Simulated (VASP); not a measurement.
Input of a VASP 6.6.1 run:

File INCAR:

```
SYSTEM = KZrF4
ALGO = Normal
EDIFF = 1E-6
ENCUT = 520
GGA = PE
ISIF = 2
ISMEAR = 0
LASPH = .True.
LCHARG = .False.
LREAL = .False.
LWAVE = .False.
NBANDS = 34
NELM = 80
PREC = Accurate
SIGMA = 0.1
```

File KPOINTS:

```
k-points
0
Gamma
  4 4 4
  0 0 0
```

File POSCAR:

```
KZrF4
1.0
    4.0960857700     -4.0960857700      0.0000000000
    4.0960857700      4.0960857700      0.0000000000
    0.0000000000      0.0000000000      3.7652810300
K Zr F
1 1 4
Direct
    0.5000000000      0.5000000000      0.5000000000
    0.0000000000      0.0000000000      0.0000000000
    0.6950000000      0.3050000000      0.0000000000
    0.3050000000      0.6950000000      0.0000000000
    0.8050000000      0.8050000000      0.5000000000
    0.1950000000      0.1950000000      0.5000000000
```

Potentials or basis: VASP PAW PBE potentials, release 64 (K_sv, Zr_sv, F).

Command:

```sh
$ cat potpaw_PBE.64/K_sv/POTCAR potpaw_PBE.64/Zr_sv/POTCAR potpaw_PBE.64/F/POTCAR > POTCAR
$ mpirun -np 1 vasp_std > vasp.out
```

(1) What does it give for the pressure?

(2) Predict the band gap on the k mesh.

(3) Predict the largest force.

Results:

(1) -10.2 GPa.

(2) zero (an odd number of electrons rules out a gap without spin polarisation).

(3) 3.307 eV/Å.

Caveat: the k points lie up to 0.42 Å⁻¹ apart, too coarse for converged energies and pressures of a metal; an odd number of electrons without spin polarisation forces a metal; a magnetic or distorted state may lie lower.
